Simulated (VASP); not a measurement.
Crystal: W.

```
W
1.0
     2.57708    0.00000    0.00000
     0.00000    2.57708    0.00000
     0.00000    0.00000    2.57708
W
1
Direct
  0.00000 0.00000 0.00000
```

```yaml
Program: VASP 6.6.1
Task: relaxation of cell and atoms
Functional: PBEsol
Potentials_or_basis: VASP PAW PBE potentials, release 64 (W_sv)
Cutoff: 600 eV
k_mesh: 12 × 12 × 12
Occupations: fermi-dirac, width 0.1 eV
Spin: no spin polarisation
```

At the start: pressure 10.6 GPa; volume 17.12 Å³/atom.

Question: Where does the relaxation end?

Answer: Over 4 steps the energy falls by 22.9 meV/atom and the volume is 17.84 Å³/atom (+4.2 %); space group Pm-3m (No. 221, to 0.05 Å).

The path:
```
step  energy change (eV)  largest force (eV/Å)  pressure (GPa)  volume (Å³)
   1              0.0000                0.0000           10.64        17.12
   2              0.1484                0.0000          -21.94        20.09
   3             -0.0229                0.0000           -0.45        17.87
   4             -0.0229                0.0000           -0.06        17.84
```

Final structure:
```
W
1.0
     2.61275    0.00000    0.00000
     0.00000    2.61275    0.00000
     0.00000    0.00000    2.61275
W
1
Direct
  0.00000 0.00000 0.00000
```

Caveat: the PAW data sets were made with another functional, which shifts forces and pressure a little.
